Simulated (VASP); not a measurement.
# Bi4Cl (P4/mmm) in VASP: single point with PBE

Aim: the single point of Bi4Cl with PBE.

Program: VASP 6.6.1. These are calculated values, not measurements. Logs are shortened: lines on timing, memory, paths and dates and some standing lists are left out, and cuts for length are marked.

### 1 The cell of the first run

The structure is tetragonal, space group P4/mmm (No. 123). Conventional cell: a = 4.577 Å, b = 4.577 Å, c = 8.464 Å, α = 90.00°, β = 90.00°, γ = 90.00°. Within 4.1 Å of Bi (site symmetry 2mm) lie 5 Bi at 3.12 to 3.24 Å and 2 Cl at 3.52 Å. Within 4.6 Å of Cl (site symmetry 4/mmm) lie 8 Bi at 3.52 Å and 4 Cl at 4.58 Å.

### 2 Single point, PBE (atoms taken out)

INCAR reads:

```
SYSTEM = Bi4Cl
ALGO = Normal ; EDIFF = 1E-6
ENCUT = 520 ; GGA = PE
ISIF = 2 ; ISMEAR = 0
LASPH = .TRUE. ; LCHARG = .FALSE.
LREAL = .FALSE. ; LWAVE = .FALSE.
NBANDS = 42 ; NELM = 100
PREC = Accurate ; SIGMA = 0.1
```

KPOINTS reads:

```
k-points
0
G
  8 8 6
  0 0 0
```

POSCAR reads:

```
Bi4Cl
1.0
    4.5769388779      0.0000000000      0.0000000000
    0.0000000000      4.5769388779      0.0000000000
    0.0000000000      0.0000000000      8.4641276008
Bi Cl
4 1
Direct
    0.5000000000      0.0000000000      0.3156820766
    0.0000000000      0.5000000000      0.6843179234
    0.5000000000      0.0000000000      0.6843179234
    0.0000000000      0.5000000000      0.3156820766
    0.0000000000      0.0000000000      0.0000000000
```

Potentials or basis: VASP PAW PBE potentials, release 64 (Bi_d, Cl).

Run with:

```bash
$ cat potpaw_PBE.64/Bi_d/POTCAR potpaw_PBE.64/Cl/POTCAR > POTCAR
$ mpirun -np 1 vasp_std > vasp.out
```

OUTCAR:

```text
SYSTEM = Bi4Cl
   EDIFF = 1E-6
   ENCUT = 520
   GGA = PE
   ISIF = 2
   ISMEAR = 0
   LASPH = .TRUE.
   LREAL = .FALSE.
   NELM = 100
   PREC = Accurate

 ion  position               nearest neighbor table
   1  0.500  0.000  0.316-   3 3.12   4 3.24   4 3.24   4 3.24   4 3.24
   2  0.000  0.500  0.684-   4 3.12   3 3.24   3 3.24   3 3.24   3 3.24
   3  0.500  0.000  0.684-   1 3.12   2 3.24   2 3.24   2 3.24   2 3.24
   4  0.000  0.500  0.316-   2 3.12   1 3.24   1 3.24   1 3.24   1 3.24
   5  0.000  0.000  0.000-

  LATTYP: Found a simple tetragonal cell.
 ALAT       =     4.5769388779
 C/A-ratio  =     1.8492988057

  Lattice vectors:

 A1 = (   4.5769388779,   0.0000000000,   0.0000000000)
 A2 = (   0.0000000000,   4.5769388779,   0.0000000000)
 A3 = (   0.0000000000,   0.0000000000,   8.4641276008)

Analysis of symmetry for initial positions (statically):
=====================================================================
 Subroutine PRICEL returns:
 Original cell was already a primitive cell.

 Routine SETGRP: Setting up the symmetry group for a
 simple tetragonal supercell.

 Subroutine GETGRP returns: Found 16 space group operations
 (whereof 16 operations were pure point group operations)
 out of a pool of 16 trial point group operations.

The static configuration has the point symmetry D_4h.

Analysis of symmetry for dynamics (positions and initial velocities):
=====================================================================
 Subroutine PRICEL returns:
 Original cell was already a primitive cell.

 Routine SETGRP: Setting up the symmetry group for a
 simple tetragonal supercell.

 Subroutine GETGRP returns: Found 16 space group operations
 (whereof 16 operations were pure point group operations)
 out of a pool of 16 trial point group operations.

The dynamic configuration has the point symmetry D_4h.

 Subroutine INISYM returns: Found 16 space group operations
 (whereof 16 operations are pure point group operations),
 and found     1 'primitive' translations

----------------------------------------------------------------------------------------

                                     Primitive cell

  volume of cell :     177.3097

  direct lattice vectors                    reciprocal lattice vectors
     4.576938878  0.000000000  0.000000000     0.218486641  0.000000000  0.000000000
     0.000000000  4.576938878  0.000000000     0.000000000  0.218486641  0.000000000
     0.000000000  0.000000000  8.464127601     0.000000000  0.000000000  0.118145667

  length of vectors
     4.576938878  4.576938878  8.464127601     0.218486641  0.218486641  0.118145667

  position of ions in fractional coordinates (direct lattice)
     0.500000000  0.000000000  0.315682077
     0.000000000  0.500000000  0.684317923
     0.500000000  0.000000000  0.684317923
     0.000000000  0.500000000  0.315682077
     0.000000000  0.000000000  0.000000000

  ion indices of the primitive-cell ions
   primitive index   ion index
                 1           1
                 2           2
                 3           3
                 4           4
                 5           5

----------------------------------------------------------------------------------------

 KPOINTS: k-points

Automatic generation of k-mesh.
 Grid dimensions read from file:
 generate k-points for:    8    8    6

 Generating k-lattice:

  Cartesian coordinates                     Fractional coordinates (reciprocal lattice)
     0.027310830  0.000000000  0.000000000     0.125000000  0.000000000  0.000000000
     0.000000000  0.027310830  0.000000000     0.000000000  0.125000000  0.000000000
     0.000000000  0.000000000  0.019690944     0.000000000  0.000000000  0.166666667

  Length of vectors
     0.027310830  0.027310830  0.019690944

  Shift w.r.t. Gamma in fractional coordinates (k-lattice)
     0.000000000  0.000000000  0.000000000

 Subroutine IBZKPT returns following result:
 ===========================================

 Found     60 irreducible k-points:

 Following reciprocal coordinates:
            Coordinates               Weight
  0.000000  0.000000  0.000000      1.000000
  0.125000  0.000000  0.000000      4.000000
  0.250000  0.000000  0.000000      4.000000
  0.375000  0.000000  0.000000      4.000000
  0.500000  0.000000  0.000000      2.000000
  0.125000  0.125000  0.000000      4.000000
[... 16 lines left out ...]
  0.375000  0.125000  0.166667     16.000000
  0.500000  0.125000  0.166667      8.000000
 [... further k-points ...]
   k-points           NKPTS =     60   k-points in BZ     NKDIM =     60   number of bands    NBANDS=     42
   number of dos      NEDOS =    301   number of ions     NIONS =      5
   total plane-waves  NPLWV =  82944
   dimension x,y,z NGX =    36 NGY =   36 NGZ =   64
   dimension x,y,z NGXF=    72 NGYF=   72 NGZF=  128
   ions per type =               4   1
   NGX,Y,Z   is equivalent  to a cutoff of  13.08, 13.08, 12.57 a.u.
   NGXF,Y,Z  is equivalent  to a cutoff of  26.15, 26.15, 25.14 a.u.
 SYSTEM =  Bi4Cl
   PREC   = accura    normal or accurate (medium, high low for compatibility)
   ISTART =      0    job   : 0-new  1-cont  2-samecut
   ICHARG =      2    charge: 1-file 2-atom 10-const
   ISPIN  =      1    spin polarized calculation?
   LNONCOLLINEAR =      F non collinear calculations
   LSORBIT =      F    spin-orbit coupling
   LASPH  =      T    aspherical Exc in radial PAW
   ENCUT  =  520.0 eV  38.22 Ry    6.18 a.u.   8.51  8.51 15.74*2*pi/ulx,y,z
   NELM   =    100;   NELMIN=  2; NELMDL= -5     # of ELM steps
   EDIFF  = 0.1E-05   stopping-criterion for ELM
   LREAL  =      F    real-space projection
   EDIFFG = 0.1E-04   stopping-criterion for IOM
   NSW    =      0    number of steps for IOM
   IBRION =     -1    ionic relax: 0-MD 1-quasi-New 2-CG
   NFREE  =      0    steps in history (QN), initial steepest desc. (CG)
   ISIF   =      2    stress and relaxation
   ISYM   =      2    0-nonsym 1-usesym 2-fastsym
   POTIM  = 0.5000    time-step for ionic-motion
   TEBEG  =    0.0;   TEEND  =   0.0 temperature during run
   PSTRESS=    0.0 pullay stress
   NELECT =      67.0000    total number of electrons
   NUPDOWN=      -1.0000    fix difference up-down
   EMIN   =  10.00;   EMAX   =-10.00  energy-range for DOS
   EFERMI =   0.00;   METHOD = LEGACY
   ISMEAR =     0;   SIGMA  =   0.10  broadening in eV -4-tet -1-fermi 0-gaus
   EFERMI_NEDOS =   21; number of points for ismear=-14 and -15
   IALGO  =     38    algorithm
   IMIX   =      4    mixing-type and parameters
     AMIX     =   0.40;   BMIX     =  1.00
     AMIX_MAG =   1.60;   BMIX_MAG =  1.00
  volume/ion in A,a.u.               =      35.46       239.31
  Fermi-wavevector in a.u.,A,eV,Ry     =   1.183556  2.236597 19.059119  1.400806
  Thomas-Fermi vector in A             =   2.319788
   LORBIT       =      0    0 simple, 1 ext, 2 COOP (PROOUT), +10 PAW based schemes
   GGA     = PE    functional components
   LHFCALC =     F    Hartree Fock is set to
   AEXX    =    0.0000 exact exchange contribution
   IVDW    =     0    specifies the selected vdW correction
   LEPSILON=     F    determine dielectric tensor
   LRPA    =     F    only Hartree local field effects (RPA)
 non-spin polarized calculation
 Gauss-broadening in eV      SIGMA  =   0.10
  energy-cutoff  :      520.00
  volume of cell :      177.31
 maximum number of plane-waves:      4814
 NGX is ok and might be reduce to    36
   NGX = 17   NGY = 17   NGZ = 31

 number of electron      67.0000019 magnetization

 Free energy of the ion-electron system (eV)
  ---------------------------------------------------
  ext. energy  EPLUGINS =         0.00000000
  ---------------------------------------------------
  free energy    TOTEN  =       -17.87822150 eV

  energy without entropy =      -17.86937924  energy(sigma->0) =      -17.87380037

 E-fermi :   4.6768     XC(G=0):  -8.9271

 val. band max:        4.6524918259   @ k =   0.2500   0.2500   0.5000
 cond. band min:       4.6798227493   @ k =   0.2500   0.1250   0.0000
 fundamental gap:      0.0273309234
 Fermi energy:         4.6768169301

 k-point     1 :       0.0000    0.0000    0.0000
  band No.  band energies     occupation
      1     -18.2057      2.00000
      2     -18.1952      2.00000
      3     -18.1215      2.00000
      4     -18.0677      2.00000
      5     -18.0581      2.00000
      6     -18.0070      2.00000
[... 34 lines left out ...]
     41       9.5389      0.00000
     42       9.7962      0.00000

 k-point     2 :       0.1250    0.0000    0.0000
  band No.  band energies     occupation
      1     -18.1895      2.00000
      2     -18.1791      2.00000
      3     -18.1150      2.00000
      4     -18.0594      2.00000
      5     -18.0500      2.00000
      6     -18.0039      2.00000
[... 34 lines left out ...]
     41       9.2714      0.00000
     42       9.9473      0.00000

 k-point     3 :       0.2500    0.0000    0.0000
  band No.  band energies     occupation
      1     -18.1428      2.00000
      2     -18.1329      2.00000
      3     -18.0968      2.00000
      4     -18.0362      2.00000
      5     -18.0274      2.00000
      6     -17.9950      2.00000
[... 34 lines left out ...]
     41       9.3935      0.00000
     42      10.2392      0.00000

 k-point     4 :       0.3750    0.0000    0.0000
  band No.  band energies     occupation
      1     -18.0716      2.00000
      2     -18.0702      2.00000
      3     -18.0625      2.00000
      4     -18.0112      2.00000
      5     -18.0012      2.00000
      6     -17.9944      2.00000
[... 844 lines left out ...]
     41       9.6711      0.00000
     42      10.1422      0.00000

 k-point    23 :       0.3750    0.1250    0.1667
  band No.  band energies     occupation
      1     -18.1089      2.00000
      2     -18.0675      2.00000
      3     -18.0268      2.00000
      4     -18.0244      2.00000
      5     -17.9995      2.00000
      6     -17.9969      2.00000
[... 34 lines left out ...]
     41      10.2557      0.00000
     42      11.1737      0.00000

 k-point    24 :       0.5000    0.1250    0.1667
  band No.  band energies     occupation
      1     -18.0659      2.00000
      2     -18.0654      2.00000
      3     -17.9941      2.00000
      4     -17.9939      2.00000
      5     -17.9853      2.00000
      6     -17.9829      2.00000
[... 34 lines left out ...]
     41      10.4680      0.00000
     42      11.1964      0.00000

 [... further k-points ...]
[... 5 lines left out ...]
  --------------------------------------------------------------------------------------
  -------------------------------------------------------------------------------------
  Total       -0.0851592     -0.0851592     -0.0579302      0.0000000      0.0000000      0.0000000
  in kB       -0.7695016     -0.7695016     -0.5234592      0.0000000      0.0000000      0.0000000
  external PRESSURE =      -0.6874875 kB  Pullay stress =       0.0000000 kB

 VOLUME and BASIS-vectors are now :
 -----------------------------------------------------------------------------
  energy-cutoff  :      520.00
  volume of cell :      177.31
      direct lattice vectors                 reciprocal lattice vectors
     4.576938878  0.000000000  0.000000000     0.218486641  0.000000000  0.000000000
     0.000000000  4.576938878  0.000000000     0.000000000  0.218486641  0.000000000
     0.000000000  0.000000000  8.464127601     0.000000000  0.000000000  0.118145667

 POSITION                                       TOTAL-FORCE (eV/Angst)
 -----------------------------------------------------------------------------------
      2.28847      0.00000      2.67197        -0.000000     -0.000000     -0.006154
      0.00000      2.28847      5.79215         0.000000      0.000000      0.006154
      2.28847      0.00000      5.79215         0.000000     -0.000000      0.006154
      0.00000      2.28847      2.67197         0.000000      0.000000     -0.006154
      0.00000      0.00000      0.00000         0.000000     -0.000000      0.000000
 -----------------------------------------------------------------------------------
    total drift:                                0.000000      0.000000     -0.000000

  FREE ENERGIE OF THE ION-ELECTRON SYSTEM (eV)
  ---------------------------------------------------
  free  energy   TOTEN  =       -17.8782215037 eV

  energy  without entropy=      -17.8693792369  energy(sigma->0) =      -17.87380037
```

It took 5.3 min on 1 thread of Intel Xeon Platinum 8259CL at 2.50GHz (Skylake/Cascade Lake), shared host; peak memory 0.47 GiB.

What came out:

```yaml
Free_energy: -17.8782 eV
Pressure: -0.1 GPa
Largest_force: 0.006 eV/Å
Band_gap_on_the_k_mesh: zero (an odd number of electrons rules out a gap without spin polarisation)
```

Forces in eV/Å, atoms in the order of the input:
```
Bi   0.000  0.000 -0.006
Bi   0.000  0.000  0.006
Bi   0.000  0.000  0.006
Bi   0.000  0.000 -0.006
Cl   0.000  0.000  0.000
```

Levels at points of the mesh, in eV from the Fermi level:
```tsv
k point	band 32	band 33	band 34	band 35	band 36	band 37
(0.00, 0.00, 0.00)	-1.58	-1.58	0.28	1.79	3.22	3.73
(0.50, 0.00, 0.00)	-0.51	-0.48	-0.14	0.66	0.70	0.73
(0.50, 0.50, 0.00)	-1.16	-0.36	-0.36	2.66	2.66	3.64
(0.00, 0.00, 0.50)	-0.99	-0.99	0.49	0.51	3.45	3.69
(0.50, 0.00, 0.50)	-0.47	-0.45	0.26	0.65	0.68	0.77
(0.50, 0.50, 0.50)	-1.82	-1.39	-1.39	3.28	3.28	4.40
```

Caveat: the cell differs from its parent crystal (atoms taken out); spin-orbit coupling is left out, which moves the levels of the heavy elements; an odd number of electrons without spin polarisation forces a metal; a magnetic or distorted state may lie lower.
